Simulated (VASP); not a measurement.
# Si2Bi2Se (Cmc2_1) in VASP: notebook

Runs on Si2Bi2Se. Level: PBE. Tasks: single point.

Program: VASP 6.6.1. These are calculated values, not measurements. Logs are shortened: lines on timing, memory, paths and dates and some standing lists are left out, and cuts for length are marked.

### 1 The cell of the first run

Symmetry: Cmc2_1, No. 36, orthorhombic system. The conventional cell has a = 12.084 Å, b = 6.940 Å, c = 6.777 Å, α = 90.00°, β = 90.00°, γ = 90.00°. Within 3.1 Å of Si (site symmetry 1) lie 1 Se at 2.34 Å and 3 Bi at 2.71 to 2.72 Å. Within 3.7 Å of Bi (site symmetry 1) lie 3 Si at 2.71 to 2.72 Å and 1 Bi at 3.45 Å and 2 Se at 3.64 to 3.69 Å. Se (site symmetry m) has 2 Si at 2.34 Å within 3.1 Å.

### 2 Single point, PBE (28.42 Å³/atom)

The input, INCAR:

```
SYSTEM = Si2Bi2Se
PREC = Accurate ; ENCUT = 520
EDIFF = 1E-6 ; ISMEAR = 0
SIGMA = 0.01 ; LREAL = .FALSE.
LASPH = .TRUE. ; NELM = 100
ALGO = Normal ; ISIF = 2
LWAVE = .FALSE. ; LCHARG = .TRUE.
GGA = PE ; LELF = .TRUE.
LVHAR = .TRUE. ; NBANDS = 55
```

The input, KPOINTS:

```
regular mesh
0
G
  6 6 6
  0 0 0
```

The input, POSCAR:

```
Si2Bi2Se
1.0
    6.0418776949     -3.4701631662      0.0000000000
    6.0418776949      3.4701631662      0.0000000000
    0.0000000000      0.0000000000      6.7769245768
Si Bi Se
4 4 2
Direct
    0.9953467121      0.6977467403      0.2830868153
    0.3022532597      0.0046532879      0.2830868153
    0.0046532879      0.3022532597      0.7830868153
    0.6977467403      0.9953467121      0.7830868153
    0.6305744950      0.0841413860      0.1764115442
    0.9158586140      0.3694255050      0.1764115442
    0.3694255050      0.9158586140      0.6764115442
    0.0841413860      0.6305744950      0.6764115442
    0.3037082919      0.6962917081      0.1434032810
    0.6962917081      0.3037082919      0.6434032810
```

Potentials or basis: VASP PAW PBE potentials, release 64 (Si, Bi_d, Se).

Run with:

```
> cat potpaw_PBE.64/Si/POTCAR potpaw_PBE.64/Bi_d/POTCAR potpaw_PBE.64/Se/POTCAR > POTCAR
> mpirun -np 1 vasp_std > vasp.out
```

OUTCAR:

```text
SYSTEM = Si2Bi2Se
   PREC = Accurate
   ENCUT = 520
   EDIFF = 1E-6
   ISMEAR = 0
   LREAL = .FALSE.
   LASPH = .TRUE.
   NELM = 100
   ISIF = 2
   GGA = PE

 ion  position               nearest neighbor table
   1  0.995  0.698  0.283-   9 2.34   5 2.71   6 2.71   8 2.72
   2  0.302  0.005  0.283-   9 2.34   6 2.71   5 2.71   7 2.72
   3  0.005  0.302  0.783-  10 2.34   7 2.71   8 2.71   6 2.72
   4  0.698  0.995  0.783-  10 2.34   8 2.71   7 2.71   5 2.72
   5  0.631  0.084  0.176-   1 2.71   2 2.71   4 2.72   6 3.45
   6  0.916  0.369  0.176-   2 2.71   1 2.71   3 2.72   5 3.45
   7  0.369  0.916  0.676-   3 2.71   4 2.71   2 2.72   8 3.45
   8  0.084  0.631  0.676-   4 2.71   3 2.71   1 2.72   7 3.45
   9  0.304  0.696  0.143-   1 2.34   2 2.34
  10  0.696  0.304  0.643-   3 2.34   4 2.34

  LATTYP: Found a base centered orthorhombic cell.
 ALAT       =     6.9403263324
 B/A-ratio  =     1.7410932586
 C/A-ratio  =     0.9764561855

  Lattice vectors:

 A1 = (  -6.0418776949,  -3.4701631662,   0.0000000000)
 A2 = (   6.0418776949,  -3.4701631662,   0.0000000000)
 A3 = (   0.0000000000,   0.0000000000,   6.7769245768)

Analysis of symmetry for initial positions (statically):
=====================================================================
 Subroutine PRICEL returns:
 Original cell was already a primitive cell.

 Routine SETGRP: Setting up the symmetry group for a
 base centered orthorhombic supercell.

 Subroutine GETGRP returns: Found  4 space group operations
 (whereof  2 operations were pure point group operations)
 out of a pool of  8 trial point group operations.

The static configuration has the point symmetry C_1h.
 The point group associated with its full space group is C_2v.

Analysis of symmetry for dynamics (positions and initial velocities):
=====================================================================
 Subroutine PRICEL returns:
 Original cell was already a primitive cell.

 Routine SETGRP: Setting up the symmetry group for a
 base centered orthorhombic supercell.

 Subroutine GETGRP returns: Found  4 space group operations
 (whereof  2 operations were pure point group operations)
 out of a pool of  8 trial point group operations.

The dynamic configuration has the point symmetry C_1h.
 The point group associated with its full space group is C_2v.

 Subroutine INISYM returns: Found  4 space group operations
 (whereof  2 operations are pure point group operations),
 and found     1 'primitive' translations

----------------------------------------------------------------------------------------

                                     Primitive cell

  volume of cell :     284.1741

  direct lattice vectors                    reciprocal lattice vectors
     6.041877695 -3.470163166  0.000000000     0.082755730 -0.144085444  0.000000000
     6.041877695  3.470163166  0.000000000     0.082755730  0.144085444  0.000000000
     0.000000000  0.000000000  6.776924577     0.000000000  0.000000000  0.147559559

  length of vectors
     6.967518818  6.967518818  6.776924577     0.166159941  0.166159941  0.147559559

  position of ions in fractional coordinates (direct lattice)
     0.995346712  0.697746740  0.283086815
     0.302253260  0.004653288  0.283086815
     0.004653288  0.302253260  0.783086815
     0.697746740  0.995346712  0.783086815
     0.630574495  0.084141386  0.176411544
     0.915858614  0.369425505  0.176411544
     0.369425505  0.915858614  0.676411544
     0.084141386  0.630574495  0.676411544
     0.303708292  0.696291708  0.143403281
     0.696291708  0.303708292  0.643403281

  ion indices of the primitive-cell ions
   primitive index   ion index
                 1           1
                 2           2
                 3           3
                 4           4
                 5           5
                 6           6
                 7           7
                 8           8
                 9           9
                10          10

----------------------------------------------------------------------------------------

 KPOINTS: regular mesh

Automatic generation of k-mesh.
 Grid dimensions read from file:
 generate k-points for:    6    6    6

 Generating k-lattice:

  Cartesian coordinates                     Fractional coordinates (reciprocal lattice)
     0.013792622 -0.024014241  0.000000000     0.166666667  0.000000000  0.000000000
     0.013792622  0.024014241  0.000000000     0.000000000  0.166666667  0.000000000
     0.000000000  0.000000000  0.024593260     0.000000000  0.000000000  0.166666667

  Length of vectors
     0.027693324  0.027693324  0.024593260

  Shift w.r.t. Gamma in fractional coordinates (k-lattice)
     0.000000000  0.000000000  0.000000000

 Subroutine IBZKPT returns following result:
 ===========================================

 Found     52 irreducible k-points:

 Following reciprocal coordinates:
            Coordinates               Weight
  0.000000  0.000000  0.000000      1.000000
  0.166667  0.000000  0.000000      4.000000
  0.333333  0.000000  0.000000      4.000000
  0.500000  0.000000  0.000000      2.000000
  0.166667  0.166667  0.000000      2.000000
  0.333333  0.166667  0.000000      4.000000
[... 16 lines left out ...]
  0.333333  0.333333  0.166667      4.000000
  0.500000  0.333333  0.166667      8.000000
 [... further k-points ...]
   k-points           NKPTS =     52   k-points in BZ     NKDIM =     52   number of bands    NBANDS=     55
   number of dos      NEDOS =    301   number of ions     NIONS =     10
   total plane-waves  NPLWV = 145800
   dimension x,y,z NGX =    54 NGY =   54 NGZ =   50
   dimension x,y,z NGXF=   108 NGYF=  108 NGZF=  100
   ions per type =               4   4   2
   NGX,Y,Z   is equivalent  to a cutoff of  12.88, 12.88, 12.27 a.u.
   NGXF,Y,Z  is equivalent  to a cutoff of  25.77, 25.77, 24.53 a.u.
 SYSTEM =  Si2Bi2Se
   PREC   = accura    normal or accurate (medium, high low for compatibility)
   ISTART =      0    job   : 0-new  1-cont  2-samecut
   ICHARG =      2    charge: 1-file 2-atom 10-const
   ISPIN  =      1    spin polarized calculation?
   LNONCOLLINEAR =      F non collinear calculations
   LSORBIT =      F    spin-orbit coupling
   LASPH  =      T    aspherical Exc in radial PAW
   ENCUT  =  520.0 eV  38.22 Ry    6.18 a.u.  12.95 12.95 12.60*2*pi/ulx,y,z
   NELM   =    100;   NELMIN=  2; NELMDL= -5     # of ELM steps
   EDIFF  = 0.1E-05   stopping-criterion for ELM
   LREAL  =      F    real-space projection
   EDIFFG = 0.1E-04   stopping-criterion for IOM
   NSW    =      0    number of steps for IOM
   IBRION =     -1    ionic relax: 0-MD 1-quasi-New 2-CG
   NFREE  =      0    steps in history (QN), initial steepest desc. (CG)
   ISIF   =      2    stress and relaxation
   ISYM   =      2    0-nonsym 1-usesym 2-fastsym
   POTIM  = 0.5000    time-step for ionic-motion
   TEBEG  =    0.0;   TEEND  =   0.0 temperature during run
   PSTRESS=    0.0 pullay stress
   NELECT =      88.0000    total number of electrons
   NUPDOWN=      -1.0000    fix difference up-down
   EMIN   =  10.00;   EMAX   =-10.00  energy-range for DOS
   EFERMI =   0.00;   METHOD = LEGACY
   ISMEAR =     0;   SIGMA  =   0.01  broadening in eV -4-tet -1-fermi 0-gaus
   EFERMI_NEDOS =   21; number of points for ismear=-14 and -15
   IALGO  =     38    algorithm
   IMIX   =      4    mixing-type and parameters
     AMIX     =   0.40;   BMIX     =  1.00
     AMIX_MAG =   1.60;   BMIX_MAG =  1.00
  volume/ion in A,a.u.               =      28.42       191.77
  Fermi-wavevector in a.u.,A,eV,Ry     =   1.107578  2.093018 16.690655  1.226729
  Thomas-Fermi vector in A             =   2.244094
   LORBIT       =      0    0 simple, 1 ext, 2 COOP (PROOUT), +10 PAW based schemes
   GGA     = PE    functional components
   LHFCALC =     F    Hartree Fock is set to
   AEXX    =    0.0000 exact exchange contribution
   IVDW    =     0    specifies the selected vdW correction
   LEPSILON=     F    determine dielectric tensor
   LRPA    =     F    only Hartree local field effects (RPA)
 non-spin polarized calculation
 Gauss-broadening in eV      SIGMA  =   0.01
  energy-cutoff  :      520.00
  volume of cell :      284.17
 maximum number of plane-waves:      7691
 NGX is ok and might be reduce to    54
   NGX = 25   NGY = 25   NGZ = 25

 number of electron      87.9999995 magnetization

 Free energy of the ion-electron system (eV)
  ---------------------------------------------------
  ext. energy  EPLUGINS =         0.00000000
  ---------------------------------------------------
  free energy    TOTEN  =       -43.09465299 eV

  energy without entropy =      -43.09461844  energy(sigma->0) =      -43.09463571

 E-fermi :   5.5627     XC(G=0):  -9.1861

 val. band max:        5.5518319398   @ k =   0.5000   0.5000   0.1667
 cond. band min:       5.5758507561   @ k =  -0.3333   0.3333   0.1667
 fundamental gap:      0.0240188162
 Fermi energy:         5.5626791719

 k-point     1 :       0.0000    0.0000    0.0000
  band No.  band energies     occupation
      1     -17.3301      2.00000
      2     -17.3237      2.00000
      3     -17.2961      2.00000
      4     -17.2900      2.00000
      5     -17.2899      2.00000
      6     -17.2865      2.00000
[... 47 lines left out ...]
     54       9.3586      0.00000
     55       9.7223      0.00000

 k-point     2 :       0.1667    0.0000    0.0000
  band No.  band energies     occupation
      1     -17.3306      2.00000
      2     -17.3251      2.00000
      3     -17.2959      2.00000
      4     -17.2901      2.00000
      5     -17.2895      2.00000
      6     -17.2847      2.00000
[... 47 lines left out ...]
     54       9.0842      0.00000
     55       9.6000      0.00000

 k-point     3 :       0.3333    0.0000    0.0000
  band No.  band energies     occupation
      1     -17.3316      2.00000
      2     -17.3277      2.00000
      3     -17.2955      2.00000
      4     -17.2901      2.00000
      5     -17.2882      2.00000
      6     -17.2822      2.00000
[... 1152 lines left out ...]
 k-point    23 :       0.3333    0.3333    0.1667
  band No.  band energies     occupation
      1     -17.3355      2.00000
      2     -17.3290      2.00000
      3     -17.2944      2.00000
      4     -17.2899      2.00000
      5     -17.2866      2.00000
      6     -17.2823      2.00000
[... 47 lines left out ...]
     54       9.0122      0.00000
     55       9.0250      0.00000

 k-point    24 :       0.5000    0.3333    0.1667
  band No.  band energies     occupation
      1     -17.3372      2.00000
      2     -17.3286      2.00000
      3     -17.2938      2.00000
      4     -17.2896      2.00000
      5     -17.2870      2.00000
      6     -17.2836      2.00000
[... 47 lines left out ...]
     54       8.9786      0.00000
     55       9.3477      0.00000

 [... further k-points ...]

------------------------ aborting loop because EDIFF is reached ----------------------------------------

  FORCE on cell =-STRESS in cart. coord.  units (eV):
  Direction    XX          YY          ZZ          XY          YZ          ZX
  --------------------------------------------------------------------------------------
  -------------------------------------------------------------------------------------
  Total        4.1654929      4.1228946      4.1287169      0.0000000      0.0000000      0.0000000
  in kB       23.4851048     23.2449351     23.2777616      0.0000000      0.0000000      0.0000000
  external PRESSURE =      23.3359339 kB  Pullay stress =       0.0000000 kB

 VOLUME and BASIS-vectors are now :
 -----------------------------------------------------------------------------
  energy-cutoff  :      520.00
  volume of cell :      284.17
      direct lattice vectors                 reciprocal lattice vectors
     6.041877695 -3.470163166  0.000000000     0.082755730 -0.144085444  0.000000000
     6.041877695  3.470163166  0.000000000     0.082755730  0.144085444  0.000000000
     0.000000000  0.000000000  6.776924577     0.000000000  0.000000000  0.147559559

 POSITION                                       TOTAL-FORCE (eV/Angst)
 -----------------------------------------------------------------------------------
     10.22946     -1.03272      1.91846        -0.010009      0.005551      0.005975
      1.85429     -1.03272      1.91846         0.010009      0.005551      0.005975
      1.85429      1.03272      5.30692         0.010009     -0.005551      0.005975
     10.22946      1.03272      5.30692        -0.010009     -0.005551      0.005975
      4.31823     -1.89621      1.19553         0.002984      0.004465      0.000212
      7.76553     -1.89621      1.19553        -0.002984      0.004465      0.000212
      7.76553      1.89621      4.58399        -0.002984     -0.004465      0.000212
      4.31823      1.89621      4.58399         0.002984     -0.004465      0.000212
      6.04188      1.36233      0.97183        -0.000000     -0.009773     -0.012373
      6.04188     -1.36233      4.36030        -0.000000      0.009773     -0.012373
 -----------------------------------------------------------------------------------
    total drift:                               -0.000000     -0.000000      0.000074

  FREE ENERGIE OF THE ION-ELECTRON SYSTEM (eV)
  ---------------------------------------------------
  free  energy   TOTEN  =       -43.0946529853 eV

  energy  without entropy=      -43.0946184396  energy(sigma->0) =      -43.09463571
```

It took 9.8 min on 1 thread of AMD EPYC 9R14 (Zen 4), shared host; peak memory 0.78 GiB.

Results:

```
Free energy            : -43.0947 eV
Pressure               : 2.3 GPa
Largest force          : 0.016 eV/Å
Band gap on the k mesh : zero (bands 44 and 45 overlap by 0.16 eV)
```

Forces in eV/Å, atoms in the order of the input:
```
Si  -0.010  0.006  0.006
Si   0.010  0.006  0.006
Si   0.010 -0.006  0.006
Si  -0.010 -0.006  0.006
Bi   0.003  0.004  0.000
Bi  -0.003  0.004  0.000
Bi  -0.003 -0.004  0.000
Bi   0.003 -0.004  0.000
Se   0.000 -0.010 -0.012
Se   0.000  0.010 -0.012
```

Caveat: spin-orbit coupling is left out, which moves the levels of the heavy elements.

### 3 Single point, PBE (27.48 Å³/atom)

This run uses another cell than the first one, of 27.48 Å³/atom.

The input, INCAR:

```
PREC = Accurate
ENCUT = 500
EDIFF = 1E-6
ISMEAR = 0
SIGMA = 0.01
LREAL = False
LASPH = True
NELM = 120
ALGO = Normal
ISIF = 2
LWAVE = False
LCHARG = False
GGA = PE
NBANDS = 55
GGA_COMPAT = False
```

The input, KPOINTS:

```
Automatic mesh
0
Gamma
  6 6 6
```

The input, POSCAR:

```
Si2Bi2Se
1.0
    6.0302613216     -3.4046777596      0.0000000000
    6.0302613216      3.4046777596      0.0000000000
    0.0000000000      0.0000000000      6.6924265101
Si Bi Se
4 4 2
Direct
    0.9942551525      0.7008242205      0.2839591062
    0.2991757795      0.0057448475      0.2839591062
    0.0057448475      0.2991757795      0.7839591062
    0.7008242205      0.9942551525      0.7839591062
    0.6223909599      0.0928905715      0.1785110226
    0.9071094285      0.3776090401      0.1785110226
    0.3776090401      0.9071094285      0.6785110226
    0.0928905715      0.6223909599      0.6785110226
    0.3026202327      0.6973797673      0.1374597423
    0.6973797673      0.3026202327      0.6374597423
```

Potentials or basis: VASP PAW PBE potentials, release 64 (Si, Bi_d, Se).

Run with:

```
> cat potpaw_PBE.64/Si/POTCAR potpaw_PBE.64/Bi_d/POTCAR potpaw_PBE.64/Se/POTCAR > POTCAR
> mpirun -np 1 vasp_std > vasp.out
```

Run time: 26 min. Hardware: 1 thread of Intel Xeon 8259CL, shared host; peak memory 0.78 GiB.

Results (log left out):

- Free energy: -42.9250 eV
- Pressure: 3.5 GPa
- Largest force: 0.009 eV/Å
- Band gap on the k mesh: zero (bands 44 and 45 overlap by 0.27 eV)

Forces on the atoms (eV/Å):
```
Si  -0.008  0.001  0.002
Si   0.008  0.001  0.002
Si   0.008 -0.001  0.002
Si  -0.008 -0.001  0.002
Bi   0.002  0.004  0.000
Bi  -0.002  0.004  0.000
Bi  -0.002 -0.004  0.000
Bi   0.002 -0.004  0.000
Se   0.000 -0.002 -0.005
Se   0.000  0.002 -0.005
```

Levels at points of the mesh, in eV from the Fermi level:
```csv
k point,band 42,band 43,band 44,band 45,band 46,band 47
"(0.00, 0.00, 0.00)",-0.30,-0.23,0.18,0.50,1.00,1.02
"(0.50, 0.00, 0.00)",-1.23,-1.15,-0.52,0.66,1.30,1.84
"(0.50, 0.50, 0.00)",-1.35,-1.19,-0.83,-0.09,0.86,1.69
"(0.00, 0.00, 0.50)",-0.64,-0.52,-0.52,0.64,0.64,1.19
"(0.50, 0.00, 0.50)",-1.84,-1.39,-1.39,0.38,0.38,1.64
"(0.50, 0.50, 0.50)",-1.96,-1.45,-1.45,0.49,0.49,1.85
```

Caveat: the cell stands under pressure; spin-orbit coupling is left out, which moves the levels of the heavy elements.

The gap in the log of VASP goes by the Fermi energy; the results here count the filled bands.